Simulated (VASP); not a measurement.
# Sb (R-3m) in VASP: relaxation of cell and atoms with r2SCAN

Aim: the relaxation of cell and atoms of Sb with r2SCAN.

All numbers are computed with VASP 6.6.1; they aren't measurements. Logs are shortened: lines on timing, memory, paths and dates and some standing lists are left out, and cuts for length are marked.

## (1) The cell of the first run

It takes space group R-3m (No. 166, trigonal). The conventional cell has a = 4.341 Å, b = 4.341 Å, c = 11.608 Å, α = 90.00°, β = 90.00°, γ = 120.00°. Sb (site symmetry 3m) has 6 Sb at 2.92 to 3.45 Å within 3.8 Å.

## (2) Relaxation of cell and atoms, r2SCAN

Contents of POSCAR:

```
Sb
1.0
    2.1705056181      1.2531420029      3.8694290117
   -2.1705056181      1.2531420029      3.8694290117
    0.0000000000     -2.5062840058      3.8694290117
Sb
2
Direct
    0.2313985278      0.2313985278      0.2313985278
    0.7686014722      0.7686014722      0.7686014722
```

Contents of INCAR.step1:

```
SYSTEM = Sb
PREC = Accurate
ENCUT = 550
ISMEAR = -1
SIGMA = 0.15
LREAL = .False.
LASPH = .True.
NELM = 120
GGA = PE
ALGO = Normal
EDIFF = 1E-5
LWAVE = .True.
LCHARG = .False.
GGA_COMPAT = .False.
IBRION = 2
ISIF = 3
EDIFFG = -0.005
NELMIN = 4
NSW = 100
```

Contents of INCAR.step2:

```
SYSTEM = Sb
PREC = Accurate
ENCUT = 550
EDIFF = 1E-7
ISMEAR = -1
SIGMA = 0.15
LREAL = .False.
LASPH = .True.
NELM = 120
ALGO = Normal
ISIF = 3
LWAVE = .False.
LCHARG = .False.
METAGGA = R2SCAN
LMIXTAU = .True.
IBRION = 2
NSW = 80
EDIFFG = -0.001
ISTART = 1
GGA_COMPAT = .False.
NELMIN = 4
```

Contents of KPOINTS:

```
regular mesh
0
Gamma
  12 12 12
  0 0 0
```

Potentials or basis: VASP PAW PBE potentials, release 64 (Sb).

Run with:

```sh
$ cat potpaw_PBE.64/Sb/POTCAR > POTCAR
$ cp INCAR.step1 INCAR
$ mpirun -np 1 vasp_std > vasp.out
$ cp INCAR.step2 INCAR
$ mpirun -np 1 vasp_std > vasp.out
```

OUTCAR:

```text
SYSTEM = Sb
   PREC = Accurate
   ENCUT = 550
   EDIFF = 1E-7
   ISMEAR = -1
   LREAL = .False.
   LASPH = .True.
   NELM = 120
   ISIF = 3
   METAGGA = R2SCAN
   IBRION = 2
   NSW = 80
   EDIFFG = -0.001
   ISTART = 1
   NELMIN = 4

 ion  position               nearest neighbor table
   1  0.231  0.231  0.231-   2 2.92   2 2.92   2 2.92   2 3.45   2 3.45   2 3.45
   2  0.769  0.769  0.769-   1 2.92   1 2.92   1 2.92   1 3.45   1 3.45   1 3.45

  LATTYP: Found a trigonal (rhomboedric) cell.
 ALAT       =     4.6101996046
 COS(alpha) =     0.5566850616

  Lattice vectors:

 A1 = (   2.1705056181,   1.2531420029,   3.8694290117)
 A2 = (  -2.1705056181,   1.2531420029,   3.8694290117)
 A3 = (   0.0000000000,  -2.5062840058,   3.8694290117)

Analysis of symmetry for initial positions (statically):
=====================================================================
 Subroutine PRICEL returns:
 Original cell was already a primitive cell.

 Routine SETGRP: Setting up the symmetry group for a
 trigonal (rhombohedral) supercell.

 Subroutine GETGRP returns: Found 12 space group operations
 (whereof 12 operations were pure point group operations)
 out of a pool of 12 trial point group operations.

The static configuration has the point symmetry D_3d.

Analysis of symmetry for dynamics (positions and initial velocities):
=====================================================================
 Subroutine PRICEL returns:
 Original cell was already a primitive cell.

 Routine SETGRP: Setting up the symmetry group for a
 trigonal (rhombohedral) supercell.

 Subroutine GETGRP returns: Found 12 space group operations
 (whereof 12 operations were pure point group operations)
 out of a pool of 12 trial point group operations.

The dynamic configuration has the point symmetry D_3d.

 Subroutine INISYM returns: Found 12 space group operations
 (whereof 12 operations are pure point group operations),
 and found     1 'primitive' translations

----------------------------------------------------------------------------------------

                                     Primitive cell

  volume of cell :      63.1480

  direct lattice vectors                    reciprocal lattice vectors
     2.170505618  1.253142003  3.869429012     0.230361072  0.132999027  0.086145354
    -2.170505618  1.253142003  3.869429012    -0.230361072  0.132999027  0.086145354
     0.000000000 -2.506284006  3.869429012     0.000000000 -0.265998053  0.086145354

  length of vectors
     4.610199605  4.610199605  4.610199605     0.279599690  0.279599690  0.279599690

  position of ions in fractional coordinates (direct lattice)
     0.231398528  0.231398528  0.231398528
     0.768601472  0.768601472  0.768601472

  ion indices of the primitive-cell ions
   primitive index   ion index
                 1           1
                 2           2

----------------------------------------------------------------------------------------

 KPOINTS: regular mesh

Automatic generation of k-mesh.
 Grid dimensions read from file:
 generate k-points for:   12   12   12

 Generating k-lattice:

  Cartesian coordinates                     Fractional coordinates (reciprocal lattice)
     0.019196756  0.011083252  0.007178780     0.083333333  0.000000000  0.000000000
    -0.019196756  0.011083252  0.007178780     0.000000000  0.083333333  0.000000000
     0.000000000 -0.022166504  0.007178780     0.000000000  0.000000000  0.083333333

  Length of vectors
     0.023299974  0.023299974  0.023299974

  Shift w.r.t. Gamma in fractional coordinates (k-lattice)
     0.000000000  0.000000000  0.000000000

 Subroutine IBZKPT returns following result:
 ===========================================

 Found    189 irreducible k-points:

 Following reciprocal coordinates:
            Coordinates               Weight
  0.000000  0.000000  0.000000      1.000000
  0.083333  0.000000  0.000000      6.000000
  0.166667  0.000000  0.000000      6.000000
  0.250000  0.000000  0.000000      6.000000
  0.333333  0.000000  0.000000      6.000000
  0.416667 -0.000000  0.000000      6.000000
[... 16 lines left out ...]
  0.500000  0.166667  0.000000     12.000000
 -0.416667  0.166667  0.000000     12.000000
 [... further k-points ...]
   k-points           NKPTS =    189   k-points in BZ     NKDIM =    189   number of bands    NBANDS=      9
   number of dos      NEDOS =    301   number of ions     NIONS =      2
   total plane-waves  NPLWV =  46656
   dimension x,y,z NGX =    36 NGY =   36 NGZ =   36
   dimension x,y,z NGXF=    72 NGYF=   72 NGZF=   72
   ions per type =               2
   NGX,Y,Z   is equivalent  to a cutoff of  12.98, 12.98, 12.98 a.u.
   NGXF,Y,Z  is equivalent  to a cutoff of  25.96, 25.96, 25.96 a.u.
 SYSTEM =  Sb
   PREC   = accura    normal or accurate (medium, high low for compatibility)
   ISTART =      1    job   : 0-new  1-cont  2-samecut
   ICHARG =      0    charge: 1-file 2-atom 10-const
   ISPIN  =      1    spin polarized calculation?
   LNONCOLLINEAR =      F non collinear calculations
   LSORBIT =      F    spin-orbit coupling
   LASPH  =      T    aspherical Exc in radial PAW
   ENCUT  =  550.0 eV  40.42 Ry    6.36 a.u.   8.82  8.82  8.82*2*pi/ulx,y,z
   NELM   =    120;   NELMIN=  4; NELMDL=  0     # of ELM steps
   EDIFF  = 0.1E-06   stopping-criterion for ELM
   LREAL  =      F    real-space projection
   EDIFFG = -.1E-02   stopping-criterion for IOM
   NSW    =     80    number of steps for IOM
   IBRION =      2    ionic relax: 0-MD 1-quasi-New 2-CG
   NFREE  =      1    steps in history (QN), initial steepest desc. (CG)
   ISIF   =      3    stress and relaxation
   ISYM   =      2    0-nonsym 1-usesym 2-fastsym
   POTIM  = 0.5000    time-step for ionic-motion
   TEBEG  =    0.0;   TEEND  =   0.0 temperature during run
   PSTRESS=    0.0 pullay stress
   NELECT =      10.0000    total number of electrons
   NUPDOWN=      -1.0000    fix difference up-down
   EMIN   =  10.00;   EMAX   =-10.00  energy-range for DOS
   EFERMI =   0.00;   METHOD = LEGACY
   ISMEAR =    -1;   SIGMA  =   0.15  broadening in eV -4-tet -1-fermi 0-gaus
   EFERMI_NEDOS =   21; number of points for ismear=-14 and -15
   IALGO  =     38    algorithm
   IMIX   =      4    mixing-type and parameters
     AMIX     =   0.40;   BMIX     =  1.00
     AMIX_MAG =   1.60;   BMIX_MAG =  1.00
  volume/ion in A,a.u.               =      31.57       213.07
  Fermi-wavevector in a.u.,A,eV,Ry     =   0.885704  1.673737 10.673373  0.784471
  Thomas-Fermi vector in A             =   2.006772
   LORBIT       =      0    0 simple, 1 ext, 2 COOP (PROOUT), +10 PAW based schemes
   METAGGA = R2SCAN    functional components
   LHFCALC =     F    Hartree Fock is set to
   AEXX    =    0.0000 exact exchange contribution
   IVDW    =     0    specifies the selected vdW correction
   LEPSILON=     F    determine dielectric tensor
   LRPA    =     F    only Hartree local field effects (RPA)
 conjugate gradient relaxation of ions
 non-spin polarized calculation
  energy-cutoff  :      550.00
  volume of cell :       63.15
 maximum number of plane-waves:      1868
   NGX = 17   NGY = 17   NGZ = 17

--------------------------------------- Ionic step        1  -------------------------------------------

 number of electron      10.0000000 magnetization

 Free energy of the ion-electron system (eV)
  ---------------------------------------------------
  ext. energy  EPLUGINS =         0.00000000
  ---------------------------------------------------
  free energy    TOTEN  =       -51.40164060 eV

  energy without entropy =      -51.37618197  energy(sigma->0) =      -51.38891128

------------------------ aborting loop because EDIFF is reached ----------------------------------------

  FORCE on cell =-STRESS in cart. coord.  units (eV):
  Direction    XX          YY          ZZ          XY          YZ          ZX
  --------------------------------------------------------------------------------------
  -------------------------------------------------------------------------------------
  Total        0.0345047      0.0345047      0.0470967      0.0000000     -0.0000000      0.0000000
  in kB        0.8754460      0.8754460      1.1949268      0.0000000     -0.0000000      0.0000000
  external PRESSURE =       0.9819396 kB  Pullay stress =       0.0000000 kB
[... 89 lines left out ...]
  FREE ENERGIE OF THE ION-ELECTRON SYSTEM (eV)
  ---------------------------------------------------
  free  energy   TOTEN  =       -51.4019437295 eV

  energy  without entropy=      -51.3761039323  energy(sigma->0) =      -51.38902383

[... ionic steps 4 to 11 ...]

--------------------------------------- Ionic step       12  -------------------------------------------

 number of electron      10.0000000 magnetization

------------------------ aborting loop because EDIFF is reached ----------------------------------------

  FORCE on cell =-STRESS in cart. coord.  units (eV):
  Direction    XX          YY          ZZ          XY          YZ          ZX
  --------------------------------------------------------------------------------------
  -------------------------------------------------------------------------------------
  Total        0.0115556      0.0115556      0.0113782      0.0000000     -0.0000000     -0.0000000
  in kB        0.2948510      0.2948510      0.2903264      0.0000000     -0.0000000     -0.0000000
  external PRESSURE =       0.2933428 kB  Pullay stress =       0.0000000 kB
[... 57 lines left out ...]
  energy  without entropy=      -51.3758702197  energy(sigma->0) =      -51.38909960

--------------------------------------- Ionic step       14  -------------------------------------------

 number of electron      10.0000000 magnetization

 Free energy of the ion-electron system (eV)
  ---------------------------------------------------
  ext. energy  EPLUGINS =         0.00000000
  ---------------------------------------------------
  free energy    TOTEN  =       -51.40232878 eV

  energy without entropy =      -51.37586631  energy(sigma->0) =      -51.38909754

 E-fermi :   6.7745     XC(G=0):  -9.8111

 val. band max:        6.6824936184   @ k =   0.4167   0.2500   0.2500
 cond. band min:       6.7745599953   @ k =   0.4167   0.3333   0.3333
 fundamental gap:      0.0920663770
 Fermi energy:         6.7745124910

 k-point     1 :       0.0000    0.0000    0.0000
  band No.  band energies     occupation
      1      -6.3022      2.00000
      2       1.7440      2.00000
      3       4.5245      2.00000
      4       4.8554      1.99999
      5       4.8554      1.99999
      6       8.7796      0.00000
      7       9.4512      0.00000
      8       9.4512      0.00000
      9      12.3065      0.00000
[... 265 lines left out ...]
 k-point    24 :      -0.4167    0.1667    0.0000
  band No.  band energies     occupation
      1      -3.7576      2.00000
      2      -2.9640      2.00000
      3       2.9328      2.00000
      4       4.3453      2.00000
      5       5.0199      1.99998
      6       7.7714      0.00260
      7       8.1138      0.00027
      8       9.8954      0.00000
      9      13.6119      0.00000

 [... further k-points ...]

------------------------ aborting loop because EDIFF is reached ----------------------------------------

  FORCE on cell =-STRESS in cart. coord.  units (eV):
  Direction    XX          YY          ZZ          XY          YZ          ZX
  --------------------------------------------------------------------------------------
  -------------------------------------------------------------------------------------
  Total        0.0004323      0.0004323     -0.0002373      0.0000000     -0.0000000      0.0000000
  in kB        0.0110247      0.0110247     -0.0060525      0.0000000     -0.0000000      0.0000000
  external PRESSURE =       0.0053323 kB  Pullay stress =       0.0000000 kB
[... 17 lines left out ...]
  FREE ENERGIE OF THE ION-ELECTRON SYSTEM (eV)
  ---------------------------------------------------
  free  energy   TOTEN  =       -51.4023287811 eV

  energy  without entropy=      -51.3758663087  energy(sigma->0) =      -51.38909754

 reached required accuracy - stopping structural energy minimisation
```

Wall time 25 min (1 thread of Intel Xeon 6975P-C (Granite Rapids), shared host); peak memory 0.3 GiB.

Results:

```yaml
Free_energy: -51.4023 eV
Relaxed_volume: 31.41 Å³/atom
Relaxed_cell: a = 4.593 Å, b = 4.593 Å, c = 4.593 Å, α = 56.42°, β = 56.42°, γ = 56.42°
Space_group_after_relaxing_to_0.1_Å: R-3m (No. 166)
Energy_gained_by_relaxing: 0.3 meV/atom
Ionic_steps: 14
Pressure_after_relaxing: 0.0 GPa
Band_gap_on_the_k_mesh: zero (bands 5 and 6 overlap by 0.14 eV)
```

Step by step:
```csv
step,energy change (eV),largest force (eV/Å),pressure (GPa),volume (Å³)
1,0.0000,0.0752,0.10,63.15
2,-0.0003,0.0192,-0.16,63.32
3,-0.0003,0.0220,-0.14,63.32
4,-0.0005,0.0112,-0.06,63.13
5,-0.0006,0.0042,-0.01,63.01
6,-0.0006,0.0024,0.00,62.98
7,-0.0006,0.0013,0.00,62.95
8,-0.0007,0.0002,-0.01,62.90
9,-0.0007,0.0040,-0.02,62.79
10,-0.0007,0.0020,-0.01,62.84
11,-0.0007,0.0022,-0.01,62.84
12,-0.0007,0.0036,0.03,62.79
13,-0.0007,0.0005,0.01,62.82
14,-0.0007,0.0004,0.00,62.82
```

Final structure:
```
CELL_PARAMETERS angstrom
2.17088 1.25336 3.84823
-2.17088 1.25336 3.84823
0.00000 -2.50671 3.84823
ATOMIC_POSITIONS crystal
Sb 0.23236 0.23236 0.23236
Sb 0.76764 0.76764 0.76764
```

Caveat: the PAW data sets were made with another functional, which shifts forces and pressure a little; spin-orbit coupling is left out, which moves the levels of the heavy elements.

The gap in the log of VASP goes by the Fermi energy; the results here count the filled bands.